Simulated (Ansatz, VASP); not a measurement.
**Mo5W: VASP beside Ansatz**

The input INCAR:

```
SYSTEM = Mo5W
PREC = Accurate
ENCUT = 600
EDIFF = 1E-6
ISMEAR = -1
SIGMA = 0.15
LREAL = .FALSE.
LASPH = .TRUE.
NELM = 80
ALGO = Fast
ISIF = 3
LWAVE = .FALSE.
LCHARG = .FALSE.
GGA = PE
IBRION = 2
NSW = 80
EDIFFG = -0.001
```

KPOINTS

```
regular mesh
0
G
  12 12 4
  0 0 0
```

POSCAR

```
Mo5W
1.0
    3.1641357461      0.0000000000      0.0000000000
    0.0000000000      3.1641357461      0.0000000000
    0.0000000000      0.0000000000      9.4951634098
Mo W
5 1
Direct
    0.0000000000      0.0000000000      0.6660801254
    0.5000000000      0.5000000000      0.8328746132
    0.5000000000      0.5000000000      0.1671253868
    0.0000000000      0.0000000000      0.3339198746
    0.5000000000      0.5000000000      0.5000000000
    0.0000000000      0.0000000000      0.0000000000
```

Input for Ansatz:

```yaml
crystal:
  lattice:
    - [3.1641357461, 0.0, 0.0]
    - [0.0, 3.1641357461, 0.0]
    - [0.0, 0.0, 9.4951634098]
  atoms:
    - { symbol: Mo, position: [0.0, 0.0, 0.6660801254] }
    - { symbol: Mo, position: [0.5, 0.5, 0.8328746132] }
    - { symbol: Mo, position: [0.5, 0.5, 0.1671253868] }
    - { symbol: Mo, position: [0.0, 0.0, 0.3339198746] }
    - { symbol: Mo, position: [0.5, 0.5, 0.5] }
    - { symbol: W, position: [0.0, 0.0, 0.0] }
basis:
  ecutwfc: 420
kpoints:
  mp_grid: { grid: [12, 12, 4] }
hamiltonian:
  xc: pbe
scf:
  occupations: { method: fermi_dirac, width: 0.15 }
output:
  forces: true
  stress: true
  eigenvalues: true
  write_density: true
  write_potential: true
  elf: true
  volumetric_format: npy
relax:
  adjacent_minimum: "off"
  f_tol: 0.001
  max_steps: 60
  cell: { stress_tol: 0.01 }
```

Alike in both runs: task relaxation of cell and atoms; functional PBE; k mesh 12 × 12 × 4; occupations fermi-dirac, width 0.15 eV; no spin polarisation.

|  | VASP | Ansatz |
| --- | --- | --- |
| version | VASP 6.6.1 | Ansatz 0.2.0 |
| potentials or method | VASP PAW PBE potentials, release 64 (Mo_sv, W_sv), cutoff 600 eV | scalar-relativistic, plane waves, PAW |
| valence electrons in the cell | 84 | 84 |

Ansatz gave:

| Quantity | Value |
| --- | --- |
| gap on the k mesh at the Fermi level, each at its own relaxed structure (eV) | none |
| relaxed volume (Å³/atom) | 15.85 |
| relaxed length of the cell vector where the two differ most in proportion (Å) | 3.165 |

Estimate VASP's values.

gap on the k mesh at the Fermi level, each at its own relaxed structure (eV): none; relaxed volume (Å³/atom): 15.88; relaxed length of the cell vector where the two differ most in proportion (Å): 3.166.

A gap of «none» marks a metal or a gap that the smearing closes.

Neither program's run includes spin-orbit coupling.
